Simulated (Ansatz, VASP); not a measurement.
HgTe in VASP and in Ansatz

Contents of INCAR:

```
SYSTEM = HgTe
PREC     = Accurate       ! precision mode
ENCUT    = 520            ! plane-wave cutoff, eV
EDIFF    = 1E-6           ! SCF threshold, eV
ISMEAR   = 0              ! smearing method
SIGMA    = 0.1            ! smearing width, eV
LREAL    = .False.        ! projectors in reciprocal space
LASPH    = .True.         ! aspherical terms in the spheres
NELM     = 80             ! most SCF steps
ALGO     = Normal         ! electronic algorithm
ISIF     = 2              ! what is computed and relaxed
LWAVE    = .False.        ! write WAVECAR
LCHARG   = .False.        ! write CHGCAR
GGA      = PS             ! functional
NBANDS   = 16             ! bands
```

File KPOINTS:

```
Automatic mesh
0
Gamma
  9 9 9
  0 0 0
```

Contents of POSCAR:

```
HgTe
1.0
    4.6045184592      0.0000000000      0.0000000000
   -2.3022592296      3.9876299579      0.0000000000
    2.3022592296     -1.3292099860      3.7595735788
Hg Te
1 1
Direct
    0.0000000000      0.0000000000      0.0000000000
    0.7500000000      0.2500000000      0.7500000000
```

Input for Ansatz:

```yaml
crystal:
  lattice:
    - [4.6045184592, 0.0, 0.0]
    - [-2.3022592296, 3.9876299579, 0.0]
    - [2.3022592296, -1.329209986, 3.7595735788]
  atoms:
    - { symbol: Hg, position: [0.0, 0.0, 0.0] }
    - { symbol: Te, position: [0.75, 0.25, 0.75] }
basis:
  ecutwfc: 420
kpoints:
  mp_grid: { grid: [9, 9, 9] }
hamiltonian:
  xc: pbesol
scf:
  occupations: { method: gaussian, width: 0.1 }
output:
  forces: true
  stress: true
  eigenvalues: true
```

Alike in both runs: task single point; functional PBEsol; k mesh 9 × 9 × 9; occupations gaussian, width 0.1 eV; no spin polarisation.

|  | VASP | Ansatz |
| --- | --- | --- |
| version | VASP 6.6.1 | Ansatz 0.2.0 |
| potentials or method | VASP PAW PBE potentials, release 64 (Hg, Te), cutoff 520 eV | scalar-relativistic, plane waves, PAW |
| valence electrons in the cell | 18 | 36 |

|  | VASP | Ansatz | Ansatz less VASP |
| --- | --- | --- | --- |
| gap on the k mesh at the Fermi level (eV) | none | none | - |
| pressure (GPa) | 0.1 | 0.0 | -0.11 |

VASP's potentials were made for PBE, not for PBEsol. A gap of «none» marks a metal or a gap that the smearing closes. VASP's potentials hold 18 valence electrons a cell and Ansatz's 36, so a difference there can come from the potentials and not from the codes.

Neither program's run includes spin-orbit coupling.
